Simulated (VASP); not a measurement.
# Al2O3 (R-3c) in VASP: further runs, part 2 of 2

VASP 6.6.1.

## Step 3: Single point, PBE

This run uses another cell than the first one, of 8.76 Å³/atom.

Contents of INCAR:

```
SYSTEM = Al2O3
ALGO = Normal
EDIFF = 1E-7
ENCUT = 520
GGA = PE
ISIF = 2
ISMEAR = 0
LASPH = .TRUE.
LCHARG = .TRUE.
LELF = .TRUE.
LREAL = .FALSE.
LVHAR = .TRUE.
LWAVE = .FALSE.
NBANDS = 35
NELM = 100
PREC = Accurate
SIGMA = 0.1
```

Contents of KPOINTS:

```
k-points
0
G
  6 6 6
  0 0 0
```

Contents of POSCAR:

```
Al2O3
1.0
    2.4041752114      1.3880512055      4.3747379697
   -2.4041752114      1.3880512055      4.3747379697
    0.0000000000     -2.7761024110      4.3747379697
Al O
4 6
Direct
    0.8520928232      0.8520928232      0.8520928232
    0.6479071768      0.6479071768      0.6479071768
    0.1479071768      0.1479071768      0.1479071768
    0.3520928232      0.3520928232      0.3520928232
    0.0561524593      0.4438475407      0.7500000000
    0.7500000000      0.0561524593      0.4438475407
    0.4438475407      0.7500000000      0.0561524593
    0.9438475407      0.5561524593      0.2500000000
    0.2500000000      0.9438475407      0.5561524593
    0.5561524593      0.2500000000      0.9438475407
```

Potentials or basis: VASP PAW PBE potentials, release 64 (Al, O).

The run is started by

```
$ cat potpaw_PBE.64/Al/POTCAR potpaw_PBE.64/O/POTCAR > POTCAR
$ mpirun -np 1 vasp_std > vasp.out
```

It took 62 s on 1 thread of Intel Xeon 6975P-C (Granite Rapids), shared host; peak memory 0.26 GiB.

It converged, with:

```yaml
Free_energy: -74.8122 eV
Pressure: -0.1 GPa
Largest_force: 0.015 eV/Å
Band_gap_on_the_k_mesh: 5.85 eV
```

Forces on the atoms (eV/Å):
```
Al   0.000  0.000  0.015
Al   0.000  0.000 -0.015
Al   0.000  0.000 -0.015
Al   0.000  0.000  0.015
O    0.003  0.000  0.000
O   -0.002  0.003  0.000
O   -0.002 -0.003  0.000
O   -0.003  0.000  0.000
O    0.002 -0.003  0.000
O    0.002  0.003  0.000
```

Levels at points of the mesh, in eV from the valence-band top:
| k point | band 21 | band 22 | band 23 | band 24 | band 25 | band 26 | band 27 | band 28 |
| --- | --- | --- | --- | --- | --- | --- | --- | --- |
| (0.00, 0.00, 0.00) | -0.46 | -0.03 | -0.03 | 0.00 | 5.85 | 8.90 | 10.37 | 11.27 |
| (0.50, 0.00, 0.00) | -0.86 | -0.86 | -0.25 | -0.25 | 9.14 | 9.14 | 9.35 | 9.35 |
| (0.50, 0.50, 0.00) | -0.96 | -0.87 | -0.70 | -0.23 | 9.35 | 9.49 | 9.62 | 10.14 |
| (0.50, 0.50, 0.50) | -0.35 | -0.35 | -0.35 | -0.35 | 8.35 | 8.35 | 10.85 | 10.85 |

## Step 4: Single point, PBE

This run uses another cell than the first one, of 8.76 Å³/atom.

Contents of INCAR:

```
SYSTEM = Al2O3
PREC = Accurate
ENCUT = 520
EDIFF = 1E-6
ISMEAR = 0
SIGMA = 0.02
LREAL = .FALSE.
LASPH = .TRUE.
NELM = 60
ALGO = Normal
ISIF = 2
LWAVE = .FALSE.
LCHARG = .FALSE.
GGA = PE
NBANDS = 35
```

Contents of KPOINTS:

```
regular mesh
0
G
  6 6 6
  0 0 0
```

Contents of POSCAR:

```
Al2O3
1.0
    2.4044410060      1.3882046620      4.3746680506
   -2.4044410060      1.3882046620      4.3746680506
    0.0000000000     -2.7764093241      4.3746680506
Al O
4 6
Direct
    0.3521453372      0.3521453372      0.3521453372
    0.1478546628      0.1478546628      0.1478546628
    0.6478546628      0.6478546628      0.6478546628
    0.8521453372      0.8521453372      0.8521453372
    0.5561721818      0.9438278182      0.2500000000
    0.2500000000      0.5561721818      0.9438278182
    0.9438278182      0.2500000000      0.5561721818
    0.4438278182      0.0561721818      0.7500000000
    0.7500000000      0.4438278182      0.0561721818
    0.0561721818      0.7500000000      0.4438278182
```

The run is started by

```
$ cat potpaw_PBE.64/Al/POTCAR potpaw_PBE.64/O/POTCAR > POTCAR
$ mpirun -np 1 vasp_std > vasp.out
```

Wall time 48 s (1 thread of Intel Xeon 6975P-C (Granite Rapids), shared host); peak memory 0.26 GiB.

The run converged. Its results:

```yaml
Free_energy: -74.8122 eV
Pressure: -0.2 GPa
Largest_force: 0.004 eV/Å
Band_gap_on_the_k_mesh: 5.85 eV
```

Forces on the atoms (eV/Å):
```
Al   0.000  0.000  0.004
Al   0.000  0.000 -0.004
Al   0.000  0.000 -0.004
Al   0.000  0.000  0.004
O    0.000  0.000  0.000
O    0.000  0.000  0.000
O    0.000  0.000  0.000
O    0.000  0.000  0.000
O    0.000  0.000  0.000
O    0.000  0.000  0.000
```

Levels at points of the mesh, in eV from the valence-band top:
| k point | band 21 | band 22 | band 23 | band 24 | band 25 | band 26 | band 27 | band 28 |
| --- | --- | --- | --- | --- | --- | --- | --- | --- |
| (0.00, 0.00, 0.00) | -0.46 | -0.03 | -0.03 | 0.00 | 5.85 | 8.90 | 10.36 | 11.27 |
| (0.50, 0.00, 0.00) | -0.86 | -0.86 | -0.25 | -0.25 | 9.13 | 9.13 | 9.35 | 9.35 |
| (0.50, 0.50, 0.00) | -0.97 | -0.87 | -0.70 | -0.23 | 9.35 | 9.49 | 9.61 | 10.13 |
| (0.50, 0.50, 0.50) | -0.35 | -0.35 | -0.35 | -0.35 | 8.35 | 8.35 | 10.84 | 10.84 |

## Step 5: Single point, PBE

This run uses another cell than the first one, of 8.76 Å³/atom.

Contents of INCAR:

```
PREC = Accurate
ENCUT = 520
EDIFF = 1E-6
ISMEAR = 0
SIGMA = 0.02
LREAL = False
LASPH = True
NELM = 100
ALGO = Normal
ISIF = 2
LWAVE = False
LCHARG = False
GGA = PE
NBANDS = 35
```

Contents of KPOINTS:

```
regular mesh
0
Gamma
  6 6 6
```

POSCAR is that of step 4.

Potentials or basis: VASP PAW PBE potentials, release 64 (Al, O).

The run is started by

```
$ cat potpaw_PBE.64/Al/POTCAR potpaw_PBE.64/O/POTCAR > POTCAR
$ mpirun -np 1 vasp_std > vasp.out
```

OUTCAR:

```text
PREC = Accurate
   ENCUT = 520
   EDIFF = 1E-6
   ISMEAR = 0
   LREAL = False
   LASPH = True
   NELM = 100
   ISIF = 2
   GGA = PE

 ion  position               nearest neighbor table
   1  0.352  0.352  0.352-   9 1.87   8 1.87  10 1.87   7 1.99   6 1.99   5 1.99   2 2.68   3 2.82
                             3 2.82   3 2.82   2 3.25   2 3.25   2 3.25
   2  0.148  0.148  0.148-  10 1.87   8 1.87   9 1.87   6 1.99   7 1.99   5 1.99   1 2.68   4 2.82
                             4 2.82   4 2.82   1 3.25   1 3.25   1 3.25
   3  0.648  0.648  0.648-   6 1.87   5 1.87   7 1.87  10 1.99   9 1.99   8 1.99   4 2.68   1 2.82
[... 1142 lines left out ...]
  external PRESSURE =      -1.6526565 kB  Pullay stress =       0.0000000 kB

 VOLUME and BASIS-vectors are now :
 -----------------------------------------------------------------------------
  energy-cutoff  :      520.00
  volume of cell :       87.61
      direct lattice vectors                 reciprocal lattice vectors
     2.404441006  1.388204662  4.374668051     0.207948541  0.120059146  0.076196258
    -2.404441006  1.388204662  4.374668051    -0.207948541  0.120059146  0.076196258
     0.000000000 -2.776409324  4.374668051     0.000000000 -0.240118293  0.076196258

 POSITION                                       TOTAL-FORCE (eV/Angst)
 -----------------------------------------------------------------------------------
      0.00000     -0.00000      4.62156        -0.000000     -0.000000      0.004309
      0.00000     -0.00000      1.94045        -0.000000      0.000000     -0.004309
      0.00000     -0.00000      8.50245        -0.000000      0.000000     -0.004309
      0.00000     -0.00000     11.18356        -0.000000     -0.000000      0.004309
     -0.93210      1.38820      7.65567        -0.000285     -0.000000     -0.000000
     -0.73617     -1.50132      7.65567         0.000142     -0.000247     -0.000000
      1.66827      0.11312      7.65567         0.000142      0.000247     -0.000000
      0.93210     -1.38820      5.46834         0.000285      0.000000     -0.000000
      0.73617      1.50132      5.46834        -0.000142      0.000247     -0.000000
     -1.66827     -0.11312      5.46834        -0.000142     -0.000247     -0.000000
 -----------------------------------------------------------------------------------
    total drift:                               -0.000000     -0.000000      0.000000

  FREE ENERGIE OF THE ION-ELECTRON SYSTEM (eV)
  ---------------------------------------------------
  free  energy   TOTEN  =       -74.8122254076 eV

  energy  without entropy=      -74.8122254076  energy(sigma->0) =      -74.81222541
```

Run time: 47 s. Hardware: 1 thread of Intel Xeon 6975P-C (Granite Rapids), shared host; peak memory 0.25 GiB.

What came out:

```yaml
Free_energy: -74.8122 eV
Pressure: -0.2 GPa
Largest_force: 0.004 eV/Å
Band_gap_on_the_k_mesh: 5.85 eV
```

Forces on the atoms (eV/Å):
```
Al   0.000  0.000  0.004
Al   0.000  0.000 -0.004
Al   0.000  0.000 -0.004
Al   0.000  0.000  0.004
O    0.000  0.000  0.000
O    0.000  0.000  0.000
O    0.000  0.000  0.000
O    0.000  0.000  0.000
O    0.000  0.000  0.000
O    0.000  0.000  0.000
```

## Step 6: Summary

```csv
cell,smearing,gap on the mesh (eV),pressure (GPa),largest force (eV/Å)
"a = 5.127 Å, angles 55.3°, 10 atoms",gaussian 0.1 eV,6.25,7.8,0.02
"a = 5.181 Å, angles 55.3°, 10 atoms",gaussian 0.1 eV,5.85,-0.1,0.01
"a = 5.181 Å, angles 55.3°, 10 atoms",gaussian 0.02 eV,5.85,-0.2,-
```

Alike in all rows: task single point; level PBE; potentials or basis VASP PAW PBE potentials, release 64 (Al, O); no spin polarisation; k mesh 6 × 6 × 6; cutoff (eV) 520.

Caveats: the cell stands under pressure (at least some runs).

Absolute energies hang on the potentials; compare differences alone.

## Step 7: Against experiment

Step 3. Measured gap of Al2O3: 8.7 eV (optical; quoted in “Multi-petahertz electron interference in Cr:Al2O3 solid-state material”, 2018, pmc:5906618). This calculation gives 5.85 eV (-2.85 eV). The value is that of PBE, without temperature or zero-point motion. Semilocal functionals fall short of measured gaps as a rule.

Step 4. Against the measured gap of Al2O3, 8.7 eV (optical; quoted in “Multi-petahertz electron interference in Cr:Al2O3 solid-state material”, 2018, pmc:5906618), the calculated 5.85 eV is off by -2.85 eV. The value is that of PBE, without temperature or zero-point motion. Semilocal functionals fall short of measured gaps as a rule.

Step 5. Against the measured gap of Al2O3, 8.7 eV (optical; quoted in “Multi-petahertz electron interference in Cr:Al2O3 solid-state material”, 2018, pmc:5906618), the calculated 5.85 eV is off by -2.85 eV. The value is that of PBE, without temperature or zero-point motion. Semilocal functionals fall short of measured gaps as a rule.
